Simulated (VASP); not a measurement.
Input of a VASP 6.6.1 run:

POSCAR

```
CuSb
1.0
    0.0000000000      2.9383090185      2.9383090185
    2.9383090185      0.0000000000      2.9383090185
    2.9383090185      2.9383090185      0.0000000000
Cu Sb
1 1
Direct
    0.0000000000      0.0000000000      0.0000000000
    0.2500000000      0.2500000000      0.2500000000
```

Contents of INCAR.step1:

```
SYSTEM = CuSb
PREC = Accurate
ENCUT = 660
ISMEAR = 0
SIGMA = 0.05
LREAL = .FALSE.
LASPH = .TRUE.
NELM = 120
NBANDS = 15
GGA = PE
ALGO = Normal
EDIFF = 1E-5
LWAVE = .TRUE.
LCHARG = .FALSE.
GGA_COMPAT = .FALSE.
```

INCAR.step2

```
SYSTEM = CuSb
PREC = Accurate
ENCUT = 660
EDIFF = 1E-6
ISMEAR = 0
SIGMA = 0.05
LREAL = .FALSE.
LASPH = .TRUE.
NELM = 120
ALGO = Normal
ISIF = 2
LWAVE = .FALSE.
LCHARG = .TRUE.
METAGGA = R2SCAN
LMIXTAU = .TRUE.
LELF = .TRUE.
LVHAR = .TRUE.
NBANDS = 15
ISTART = 1
GGA_COMPAT = .FALSE.
```

The input KPOINTS:

```
Automatic mesh
0
G
  10 10 10
  0 0 0
```

Potentials or basis: VASP PAW PBE potentials, release 64 (Cu, Sb).

The run is started by

```sh
$ cat potpaw_PBE.64/Cu/POTCAR potpaw_PBE.64/Sb/POTCAR > POTCAR
$ cp INCAR.step1 INCAR
$ mpirun -np 1 vasp_std > vasp.out
$ cp INCAR.step2 INCAR
$ mpirun -np 1 vasp_std > vasp.out
```

Problem. Predict the band gap on the k mesh.

Solution. Zero (bands 8 and 9 overlap by 3.86 eV).

Problem. What does it give for the pressure?

Solution. -2.3 GPa.

Caveat: the PAW data sets were made with another functional, which shifts forces and pressure a little; spin-orbit coupling is left out, which moves the levels of the heavy elements.
